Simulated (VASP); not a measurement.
Set up this calculation in VASP 6.6.1, as the native input.

| Quantity | Value |
| --- | --- |
| Task | single point |
| Functional | PBEsol |
| Potentials or basis | VASP PAW PBE potentials, release 64 (Os) |
| Cutoff | 600 eV |
| k mesh | 19 × 19 × 19 |
| Occupations | fermi-dirac, width 0.1 eV |
| Spin | no spin polarisation |
| Dipole correction | no |
| Further INCAR settings | ALGO = Normal; EDIFF = 1e-06; NBANDS = 10 |

The structure of Os lies in POSCAR:

```
Os
1.0
    0.0000000000      1.8610856214      1.8610856214
    1.8610856214      0.0000000000      1.8610856214
    1.8610856214      1.8610856214      0.0000000000
Os
1
Direct
    0.0000000000      0.0000000000      0.0000000000
```

This isn't the form of Os at room conditions, which is hcp.

The input as run:

INCAR

```
PREC = Accurate
ENCUT = 600
EDIFF = 1E-6
ISMEAR = -1
SIGMA = 0.1
LREAL = False
LASPH = True
NELM = 120
ALGO = Normal
ISIF = 2
LWAVE = False
LCHARG = False
GGA = PS
NBANDS = 10
GGA_COMPAT = False
```

KPOINTS

```
regular mesh
0
Gamma
  19 19 19
```

Potentials or basis: VASP PAW PBE potentials, release 64 (Os).

Command:

```bash
$ cat potpaw_PBE.64/Os/POTCAR > POTCAR
$ mpirun -np 1 vasp_std > vasp.out
```

Results of the run:

```json
{
  "Pressure": "42.2 GPa",
  "Band gap on the k mesh": "zero (bands 4 and 5 overlap by 4.38 eV)"
}
```

Caveat: the cell stands under pressure; the PAW data sets were made with another functional, which shifts forces and pressure a little; spin-orbit coupling is left out, which moves the levels of the heavy elements.

It took 28 s on 1 thread of AMD EPYC 7R13 Processor (Zen 3), with other jobs on the host, peak memory 0.14 GiB.
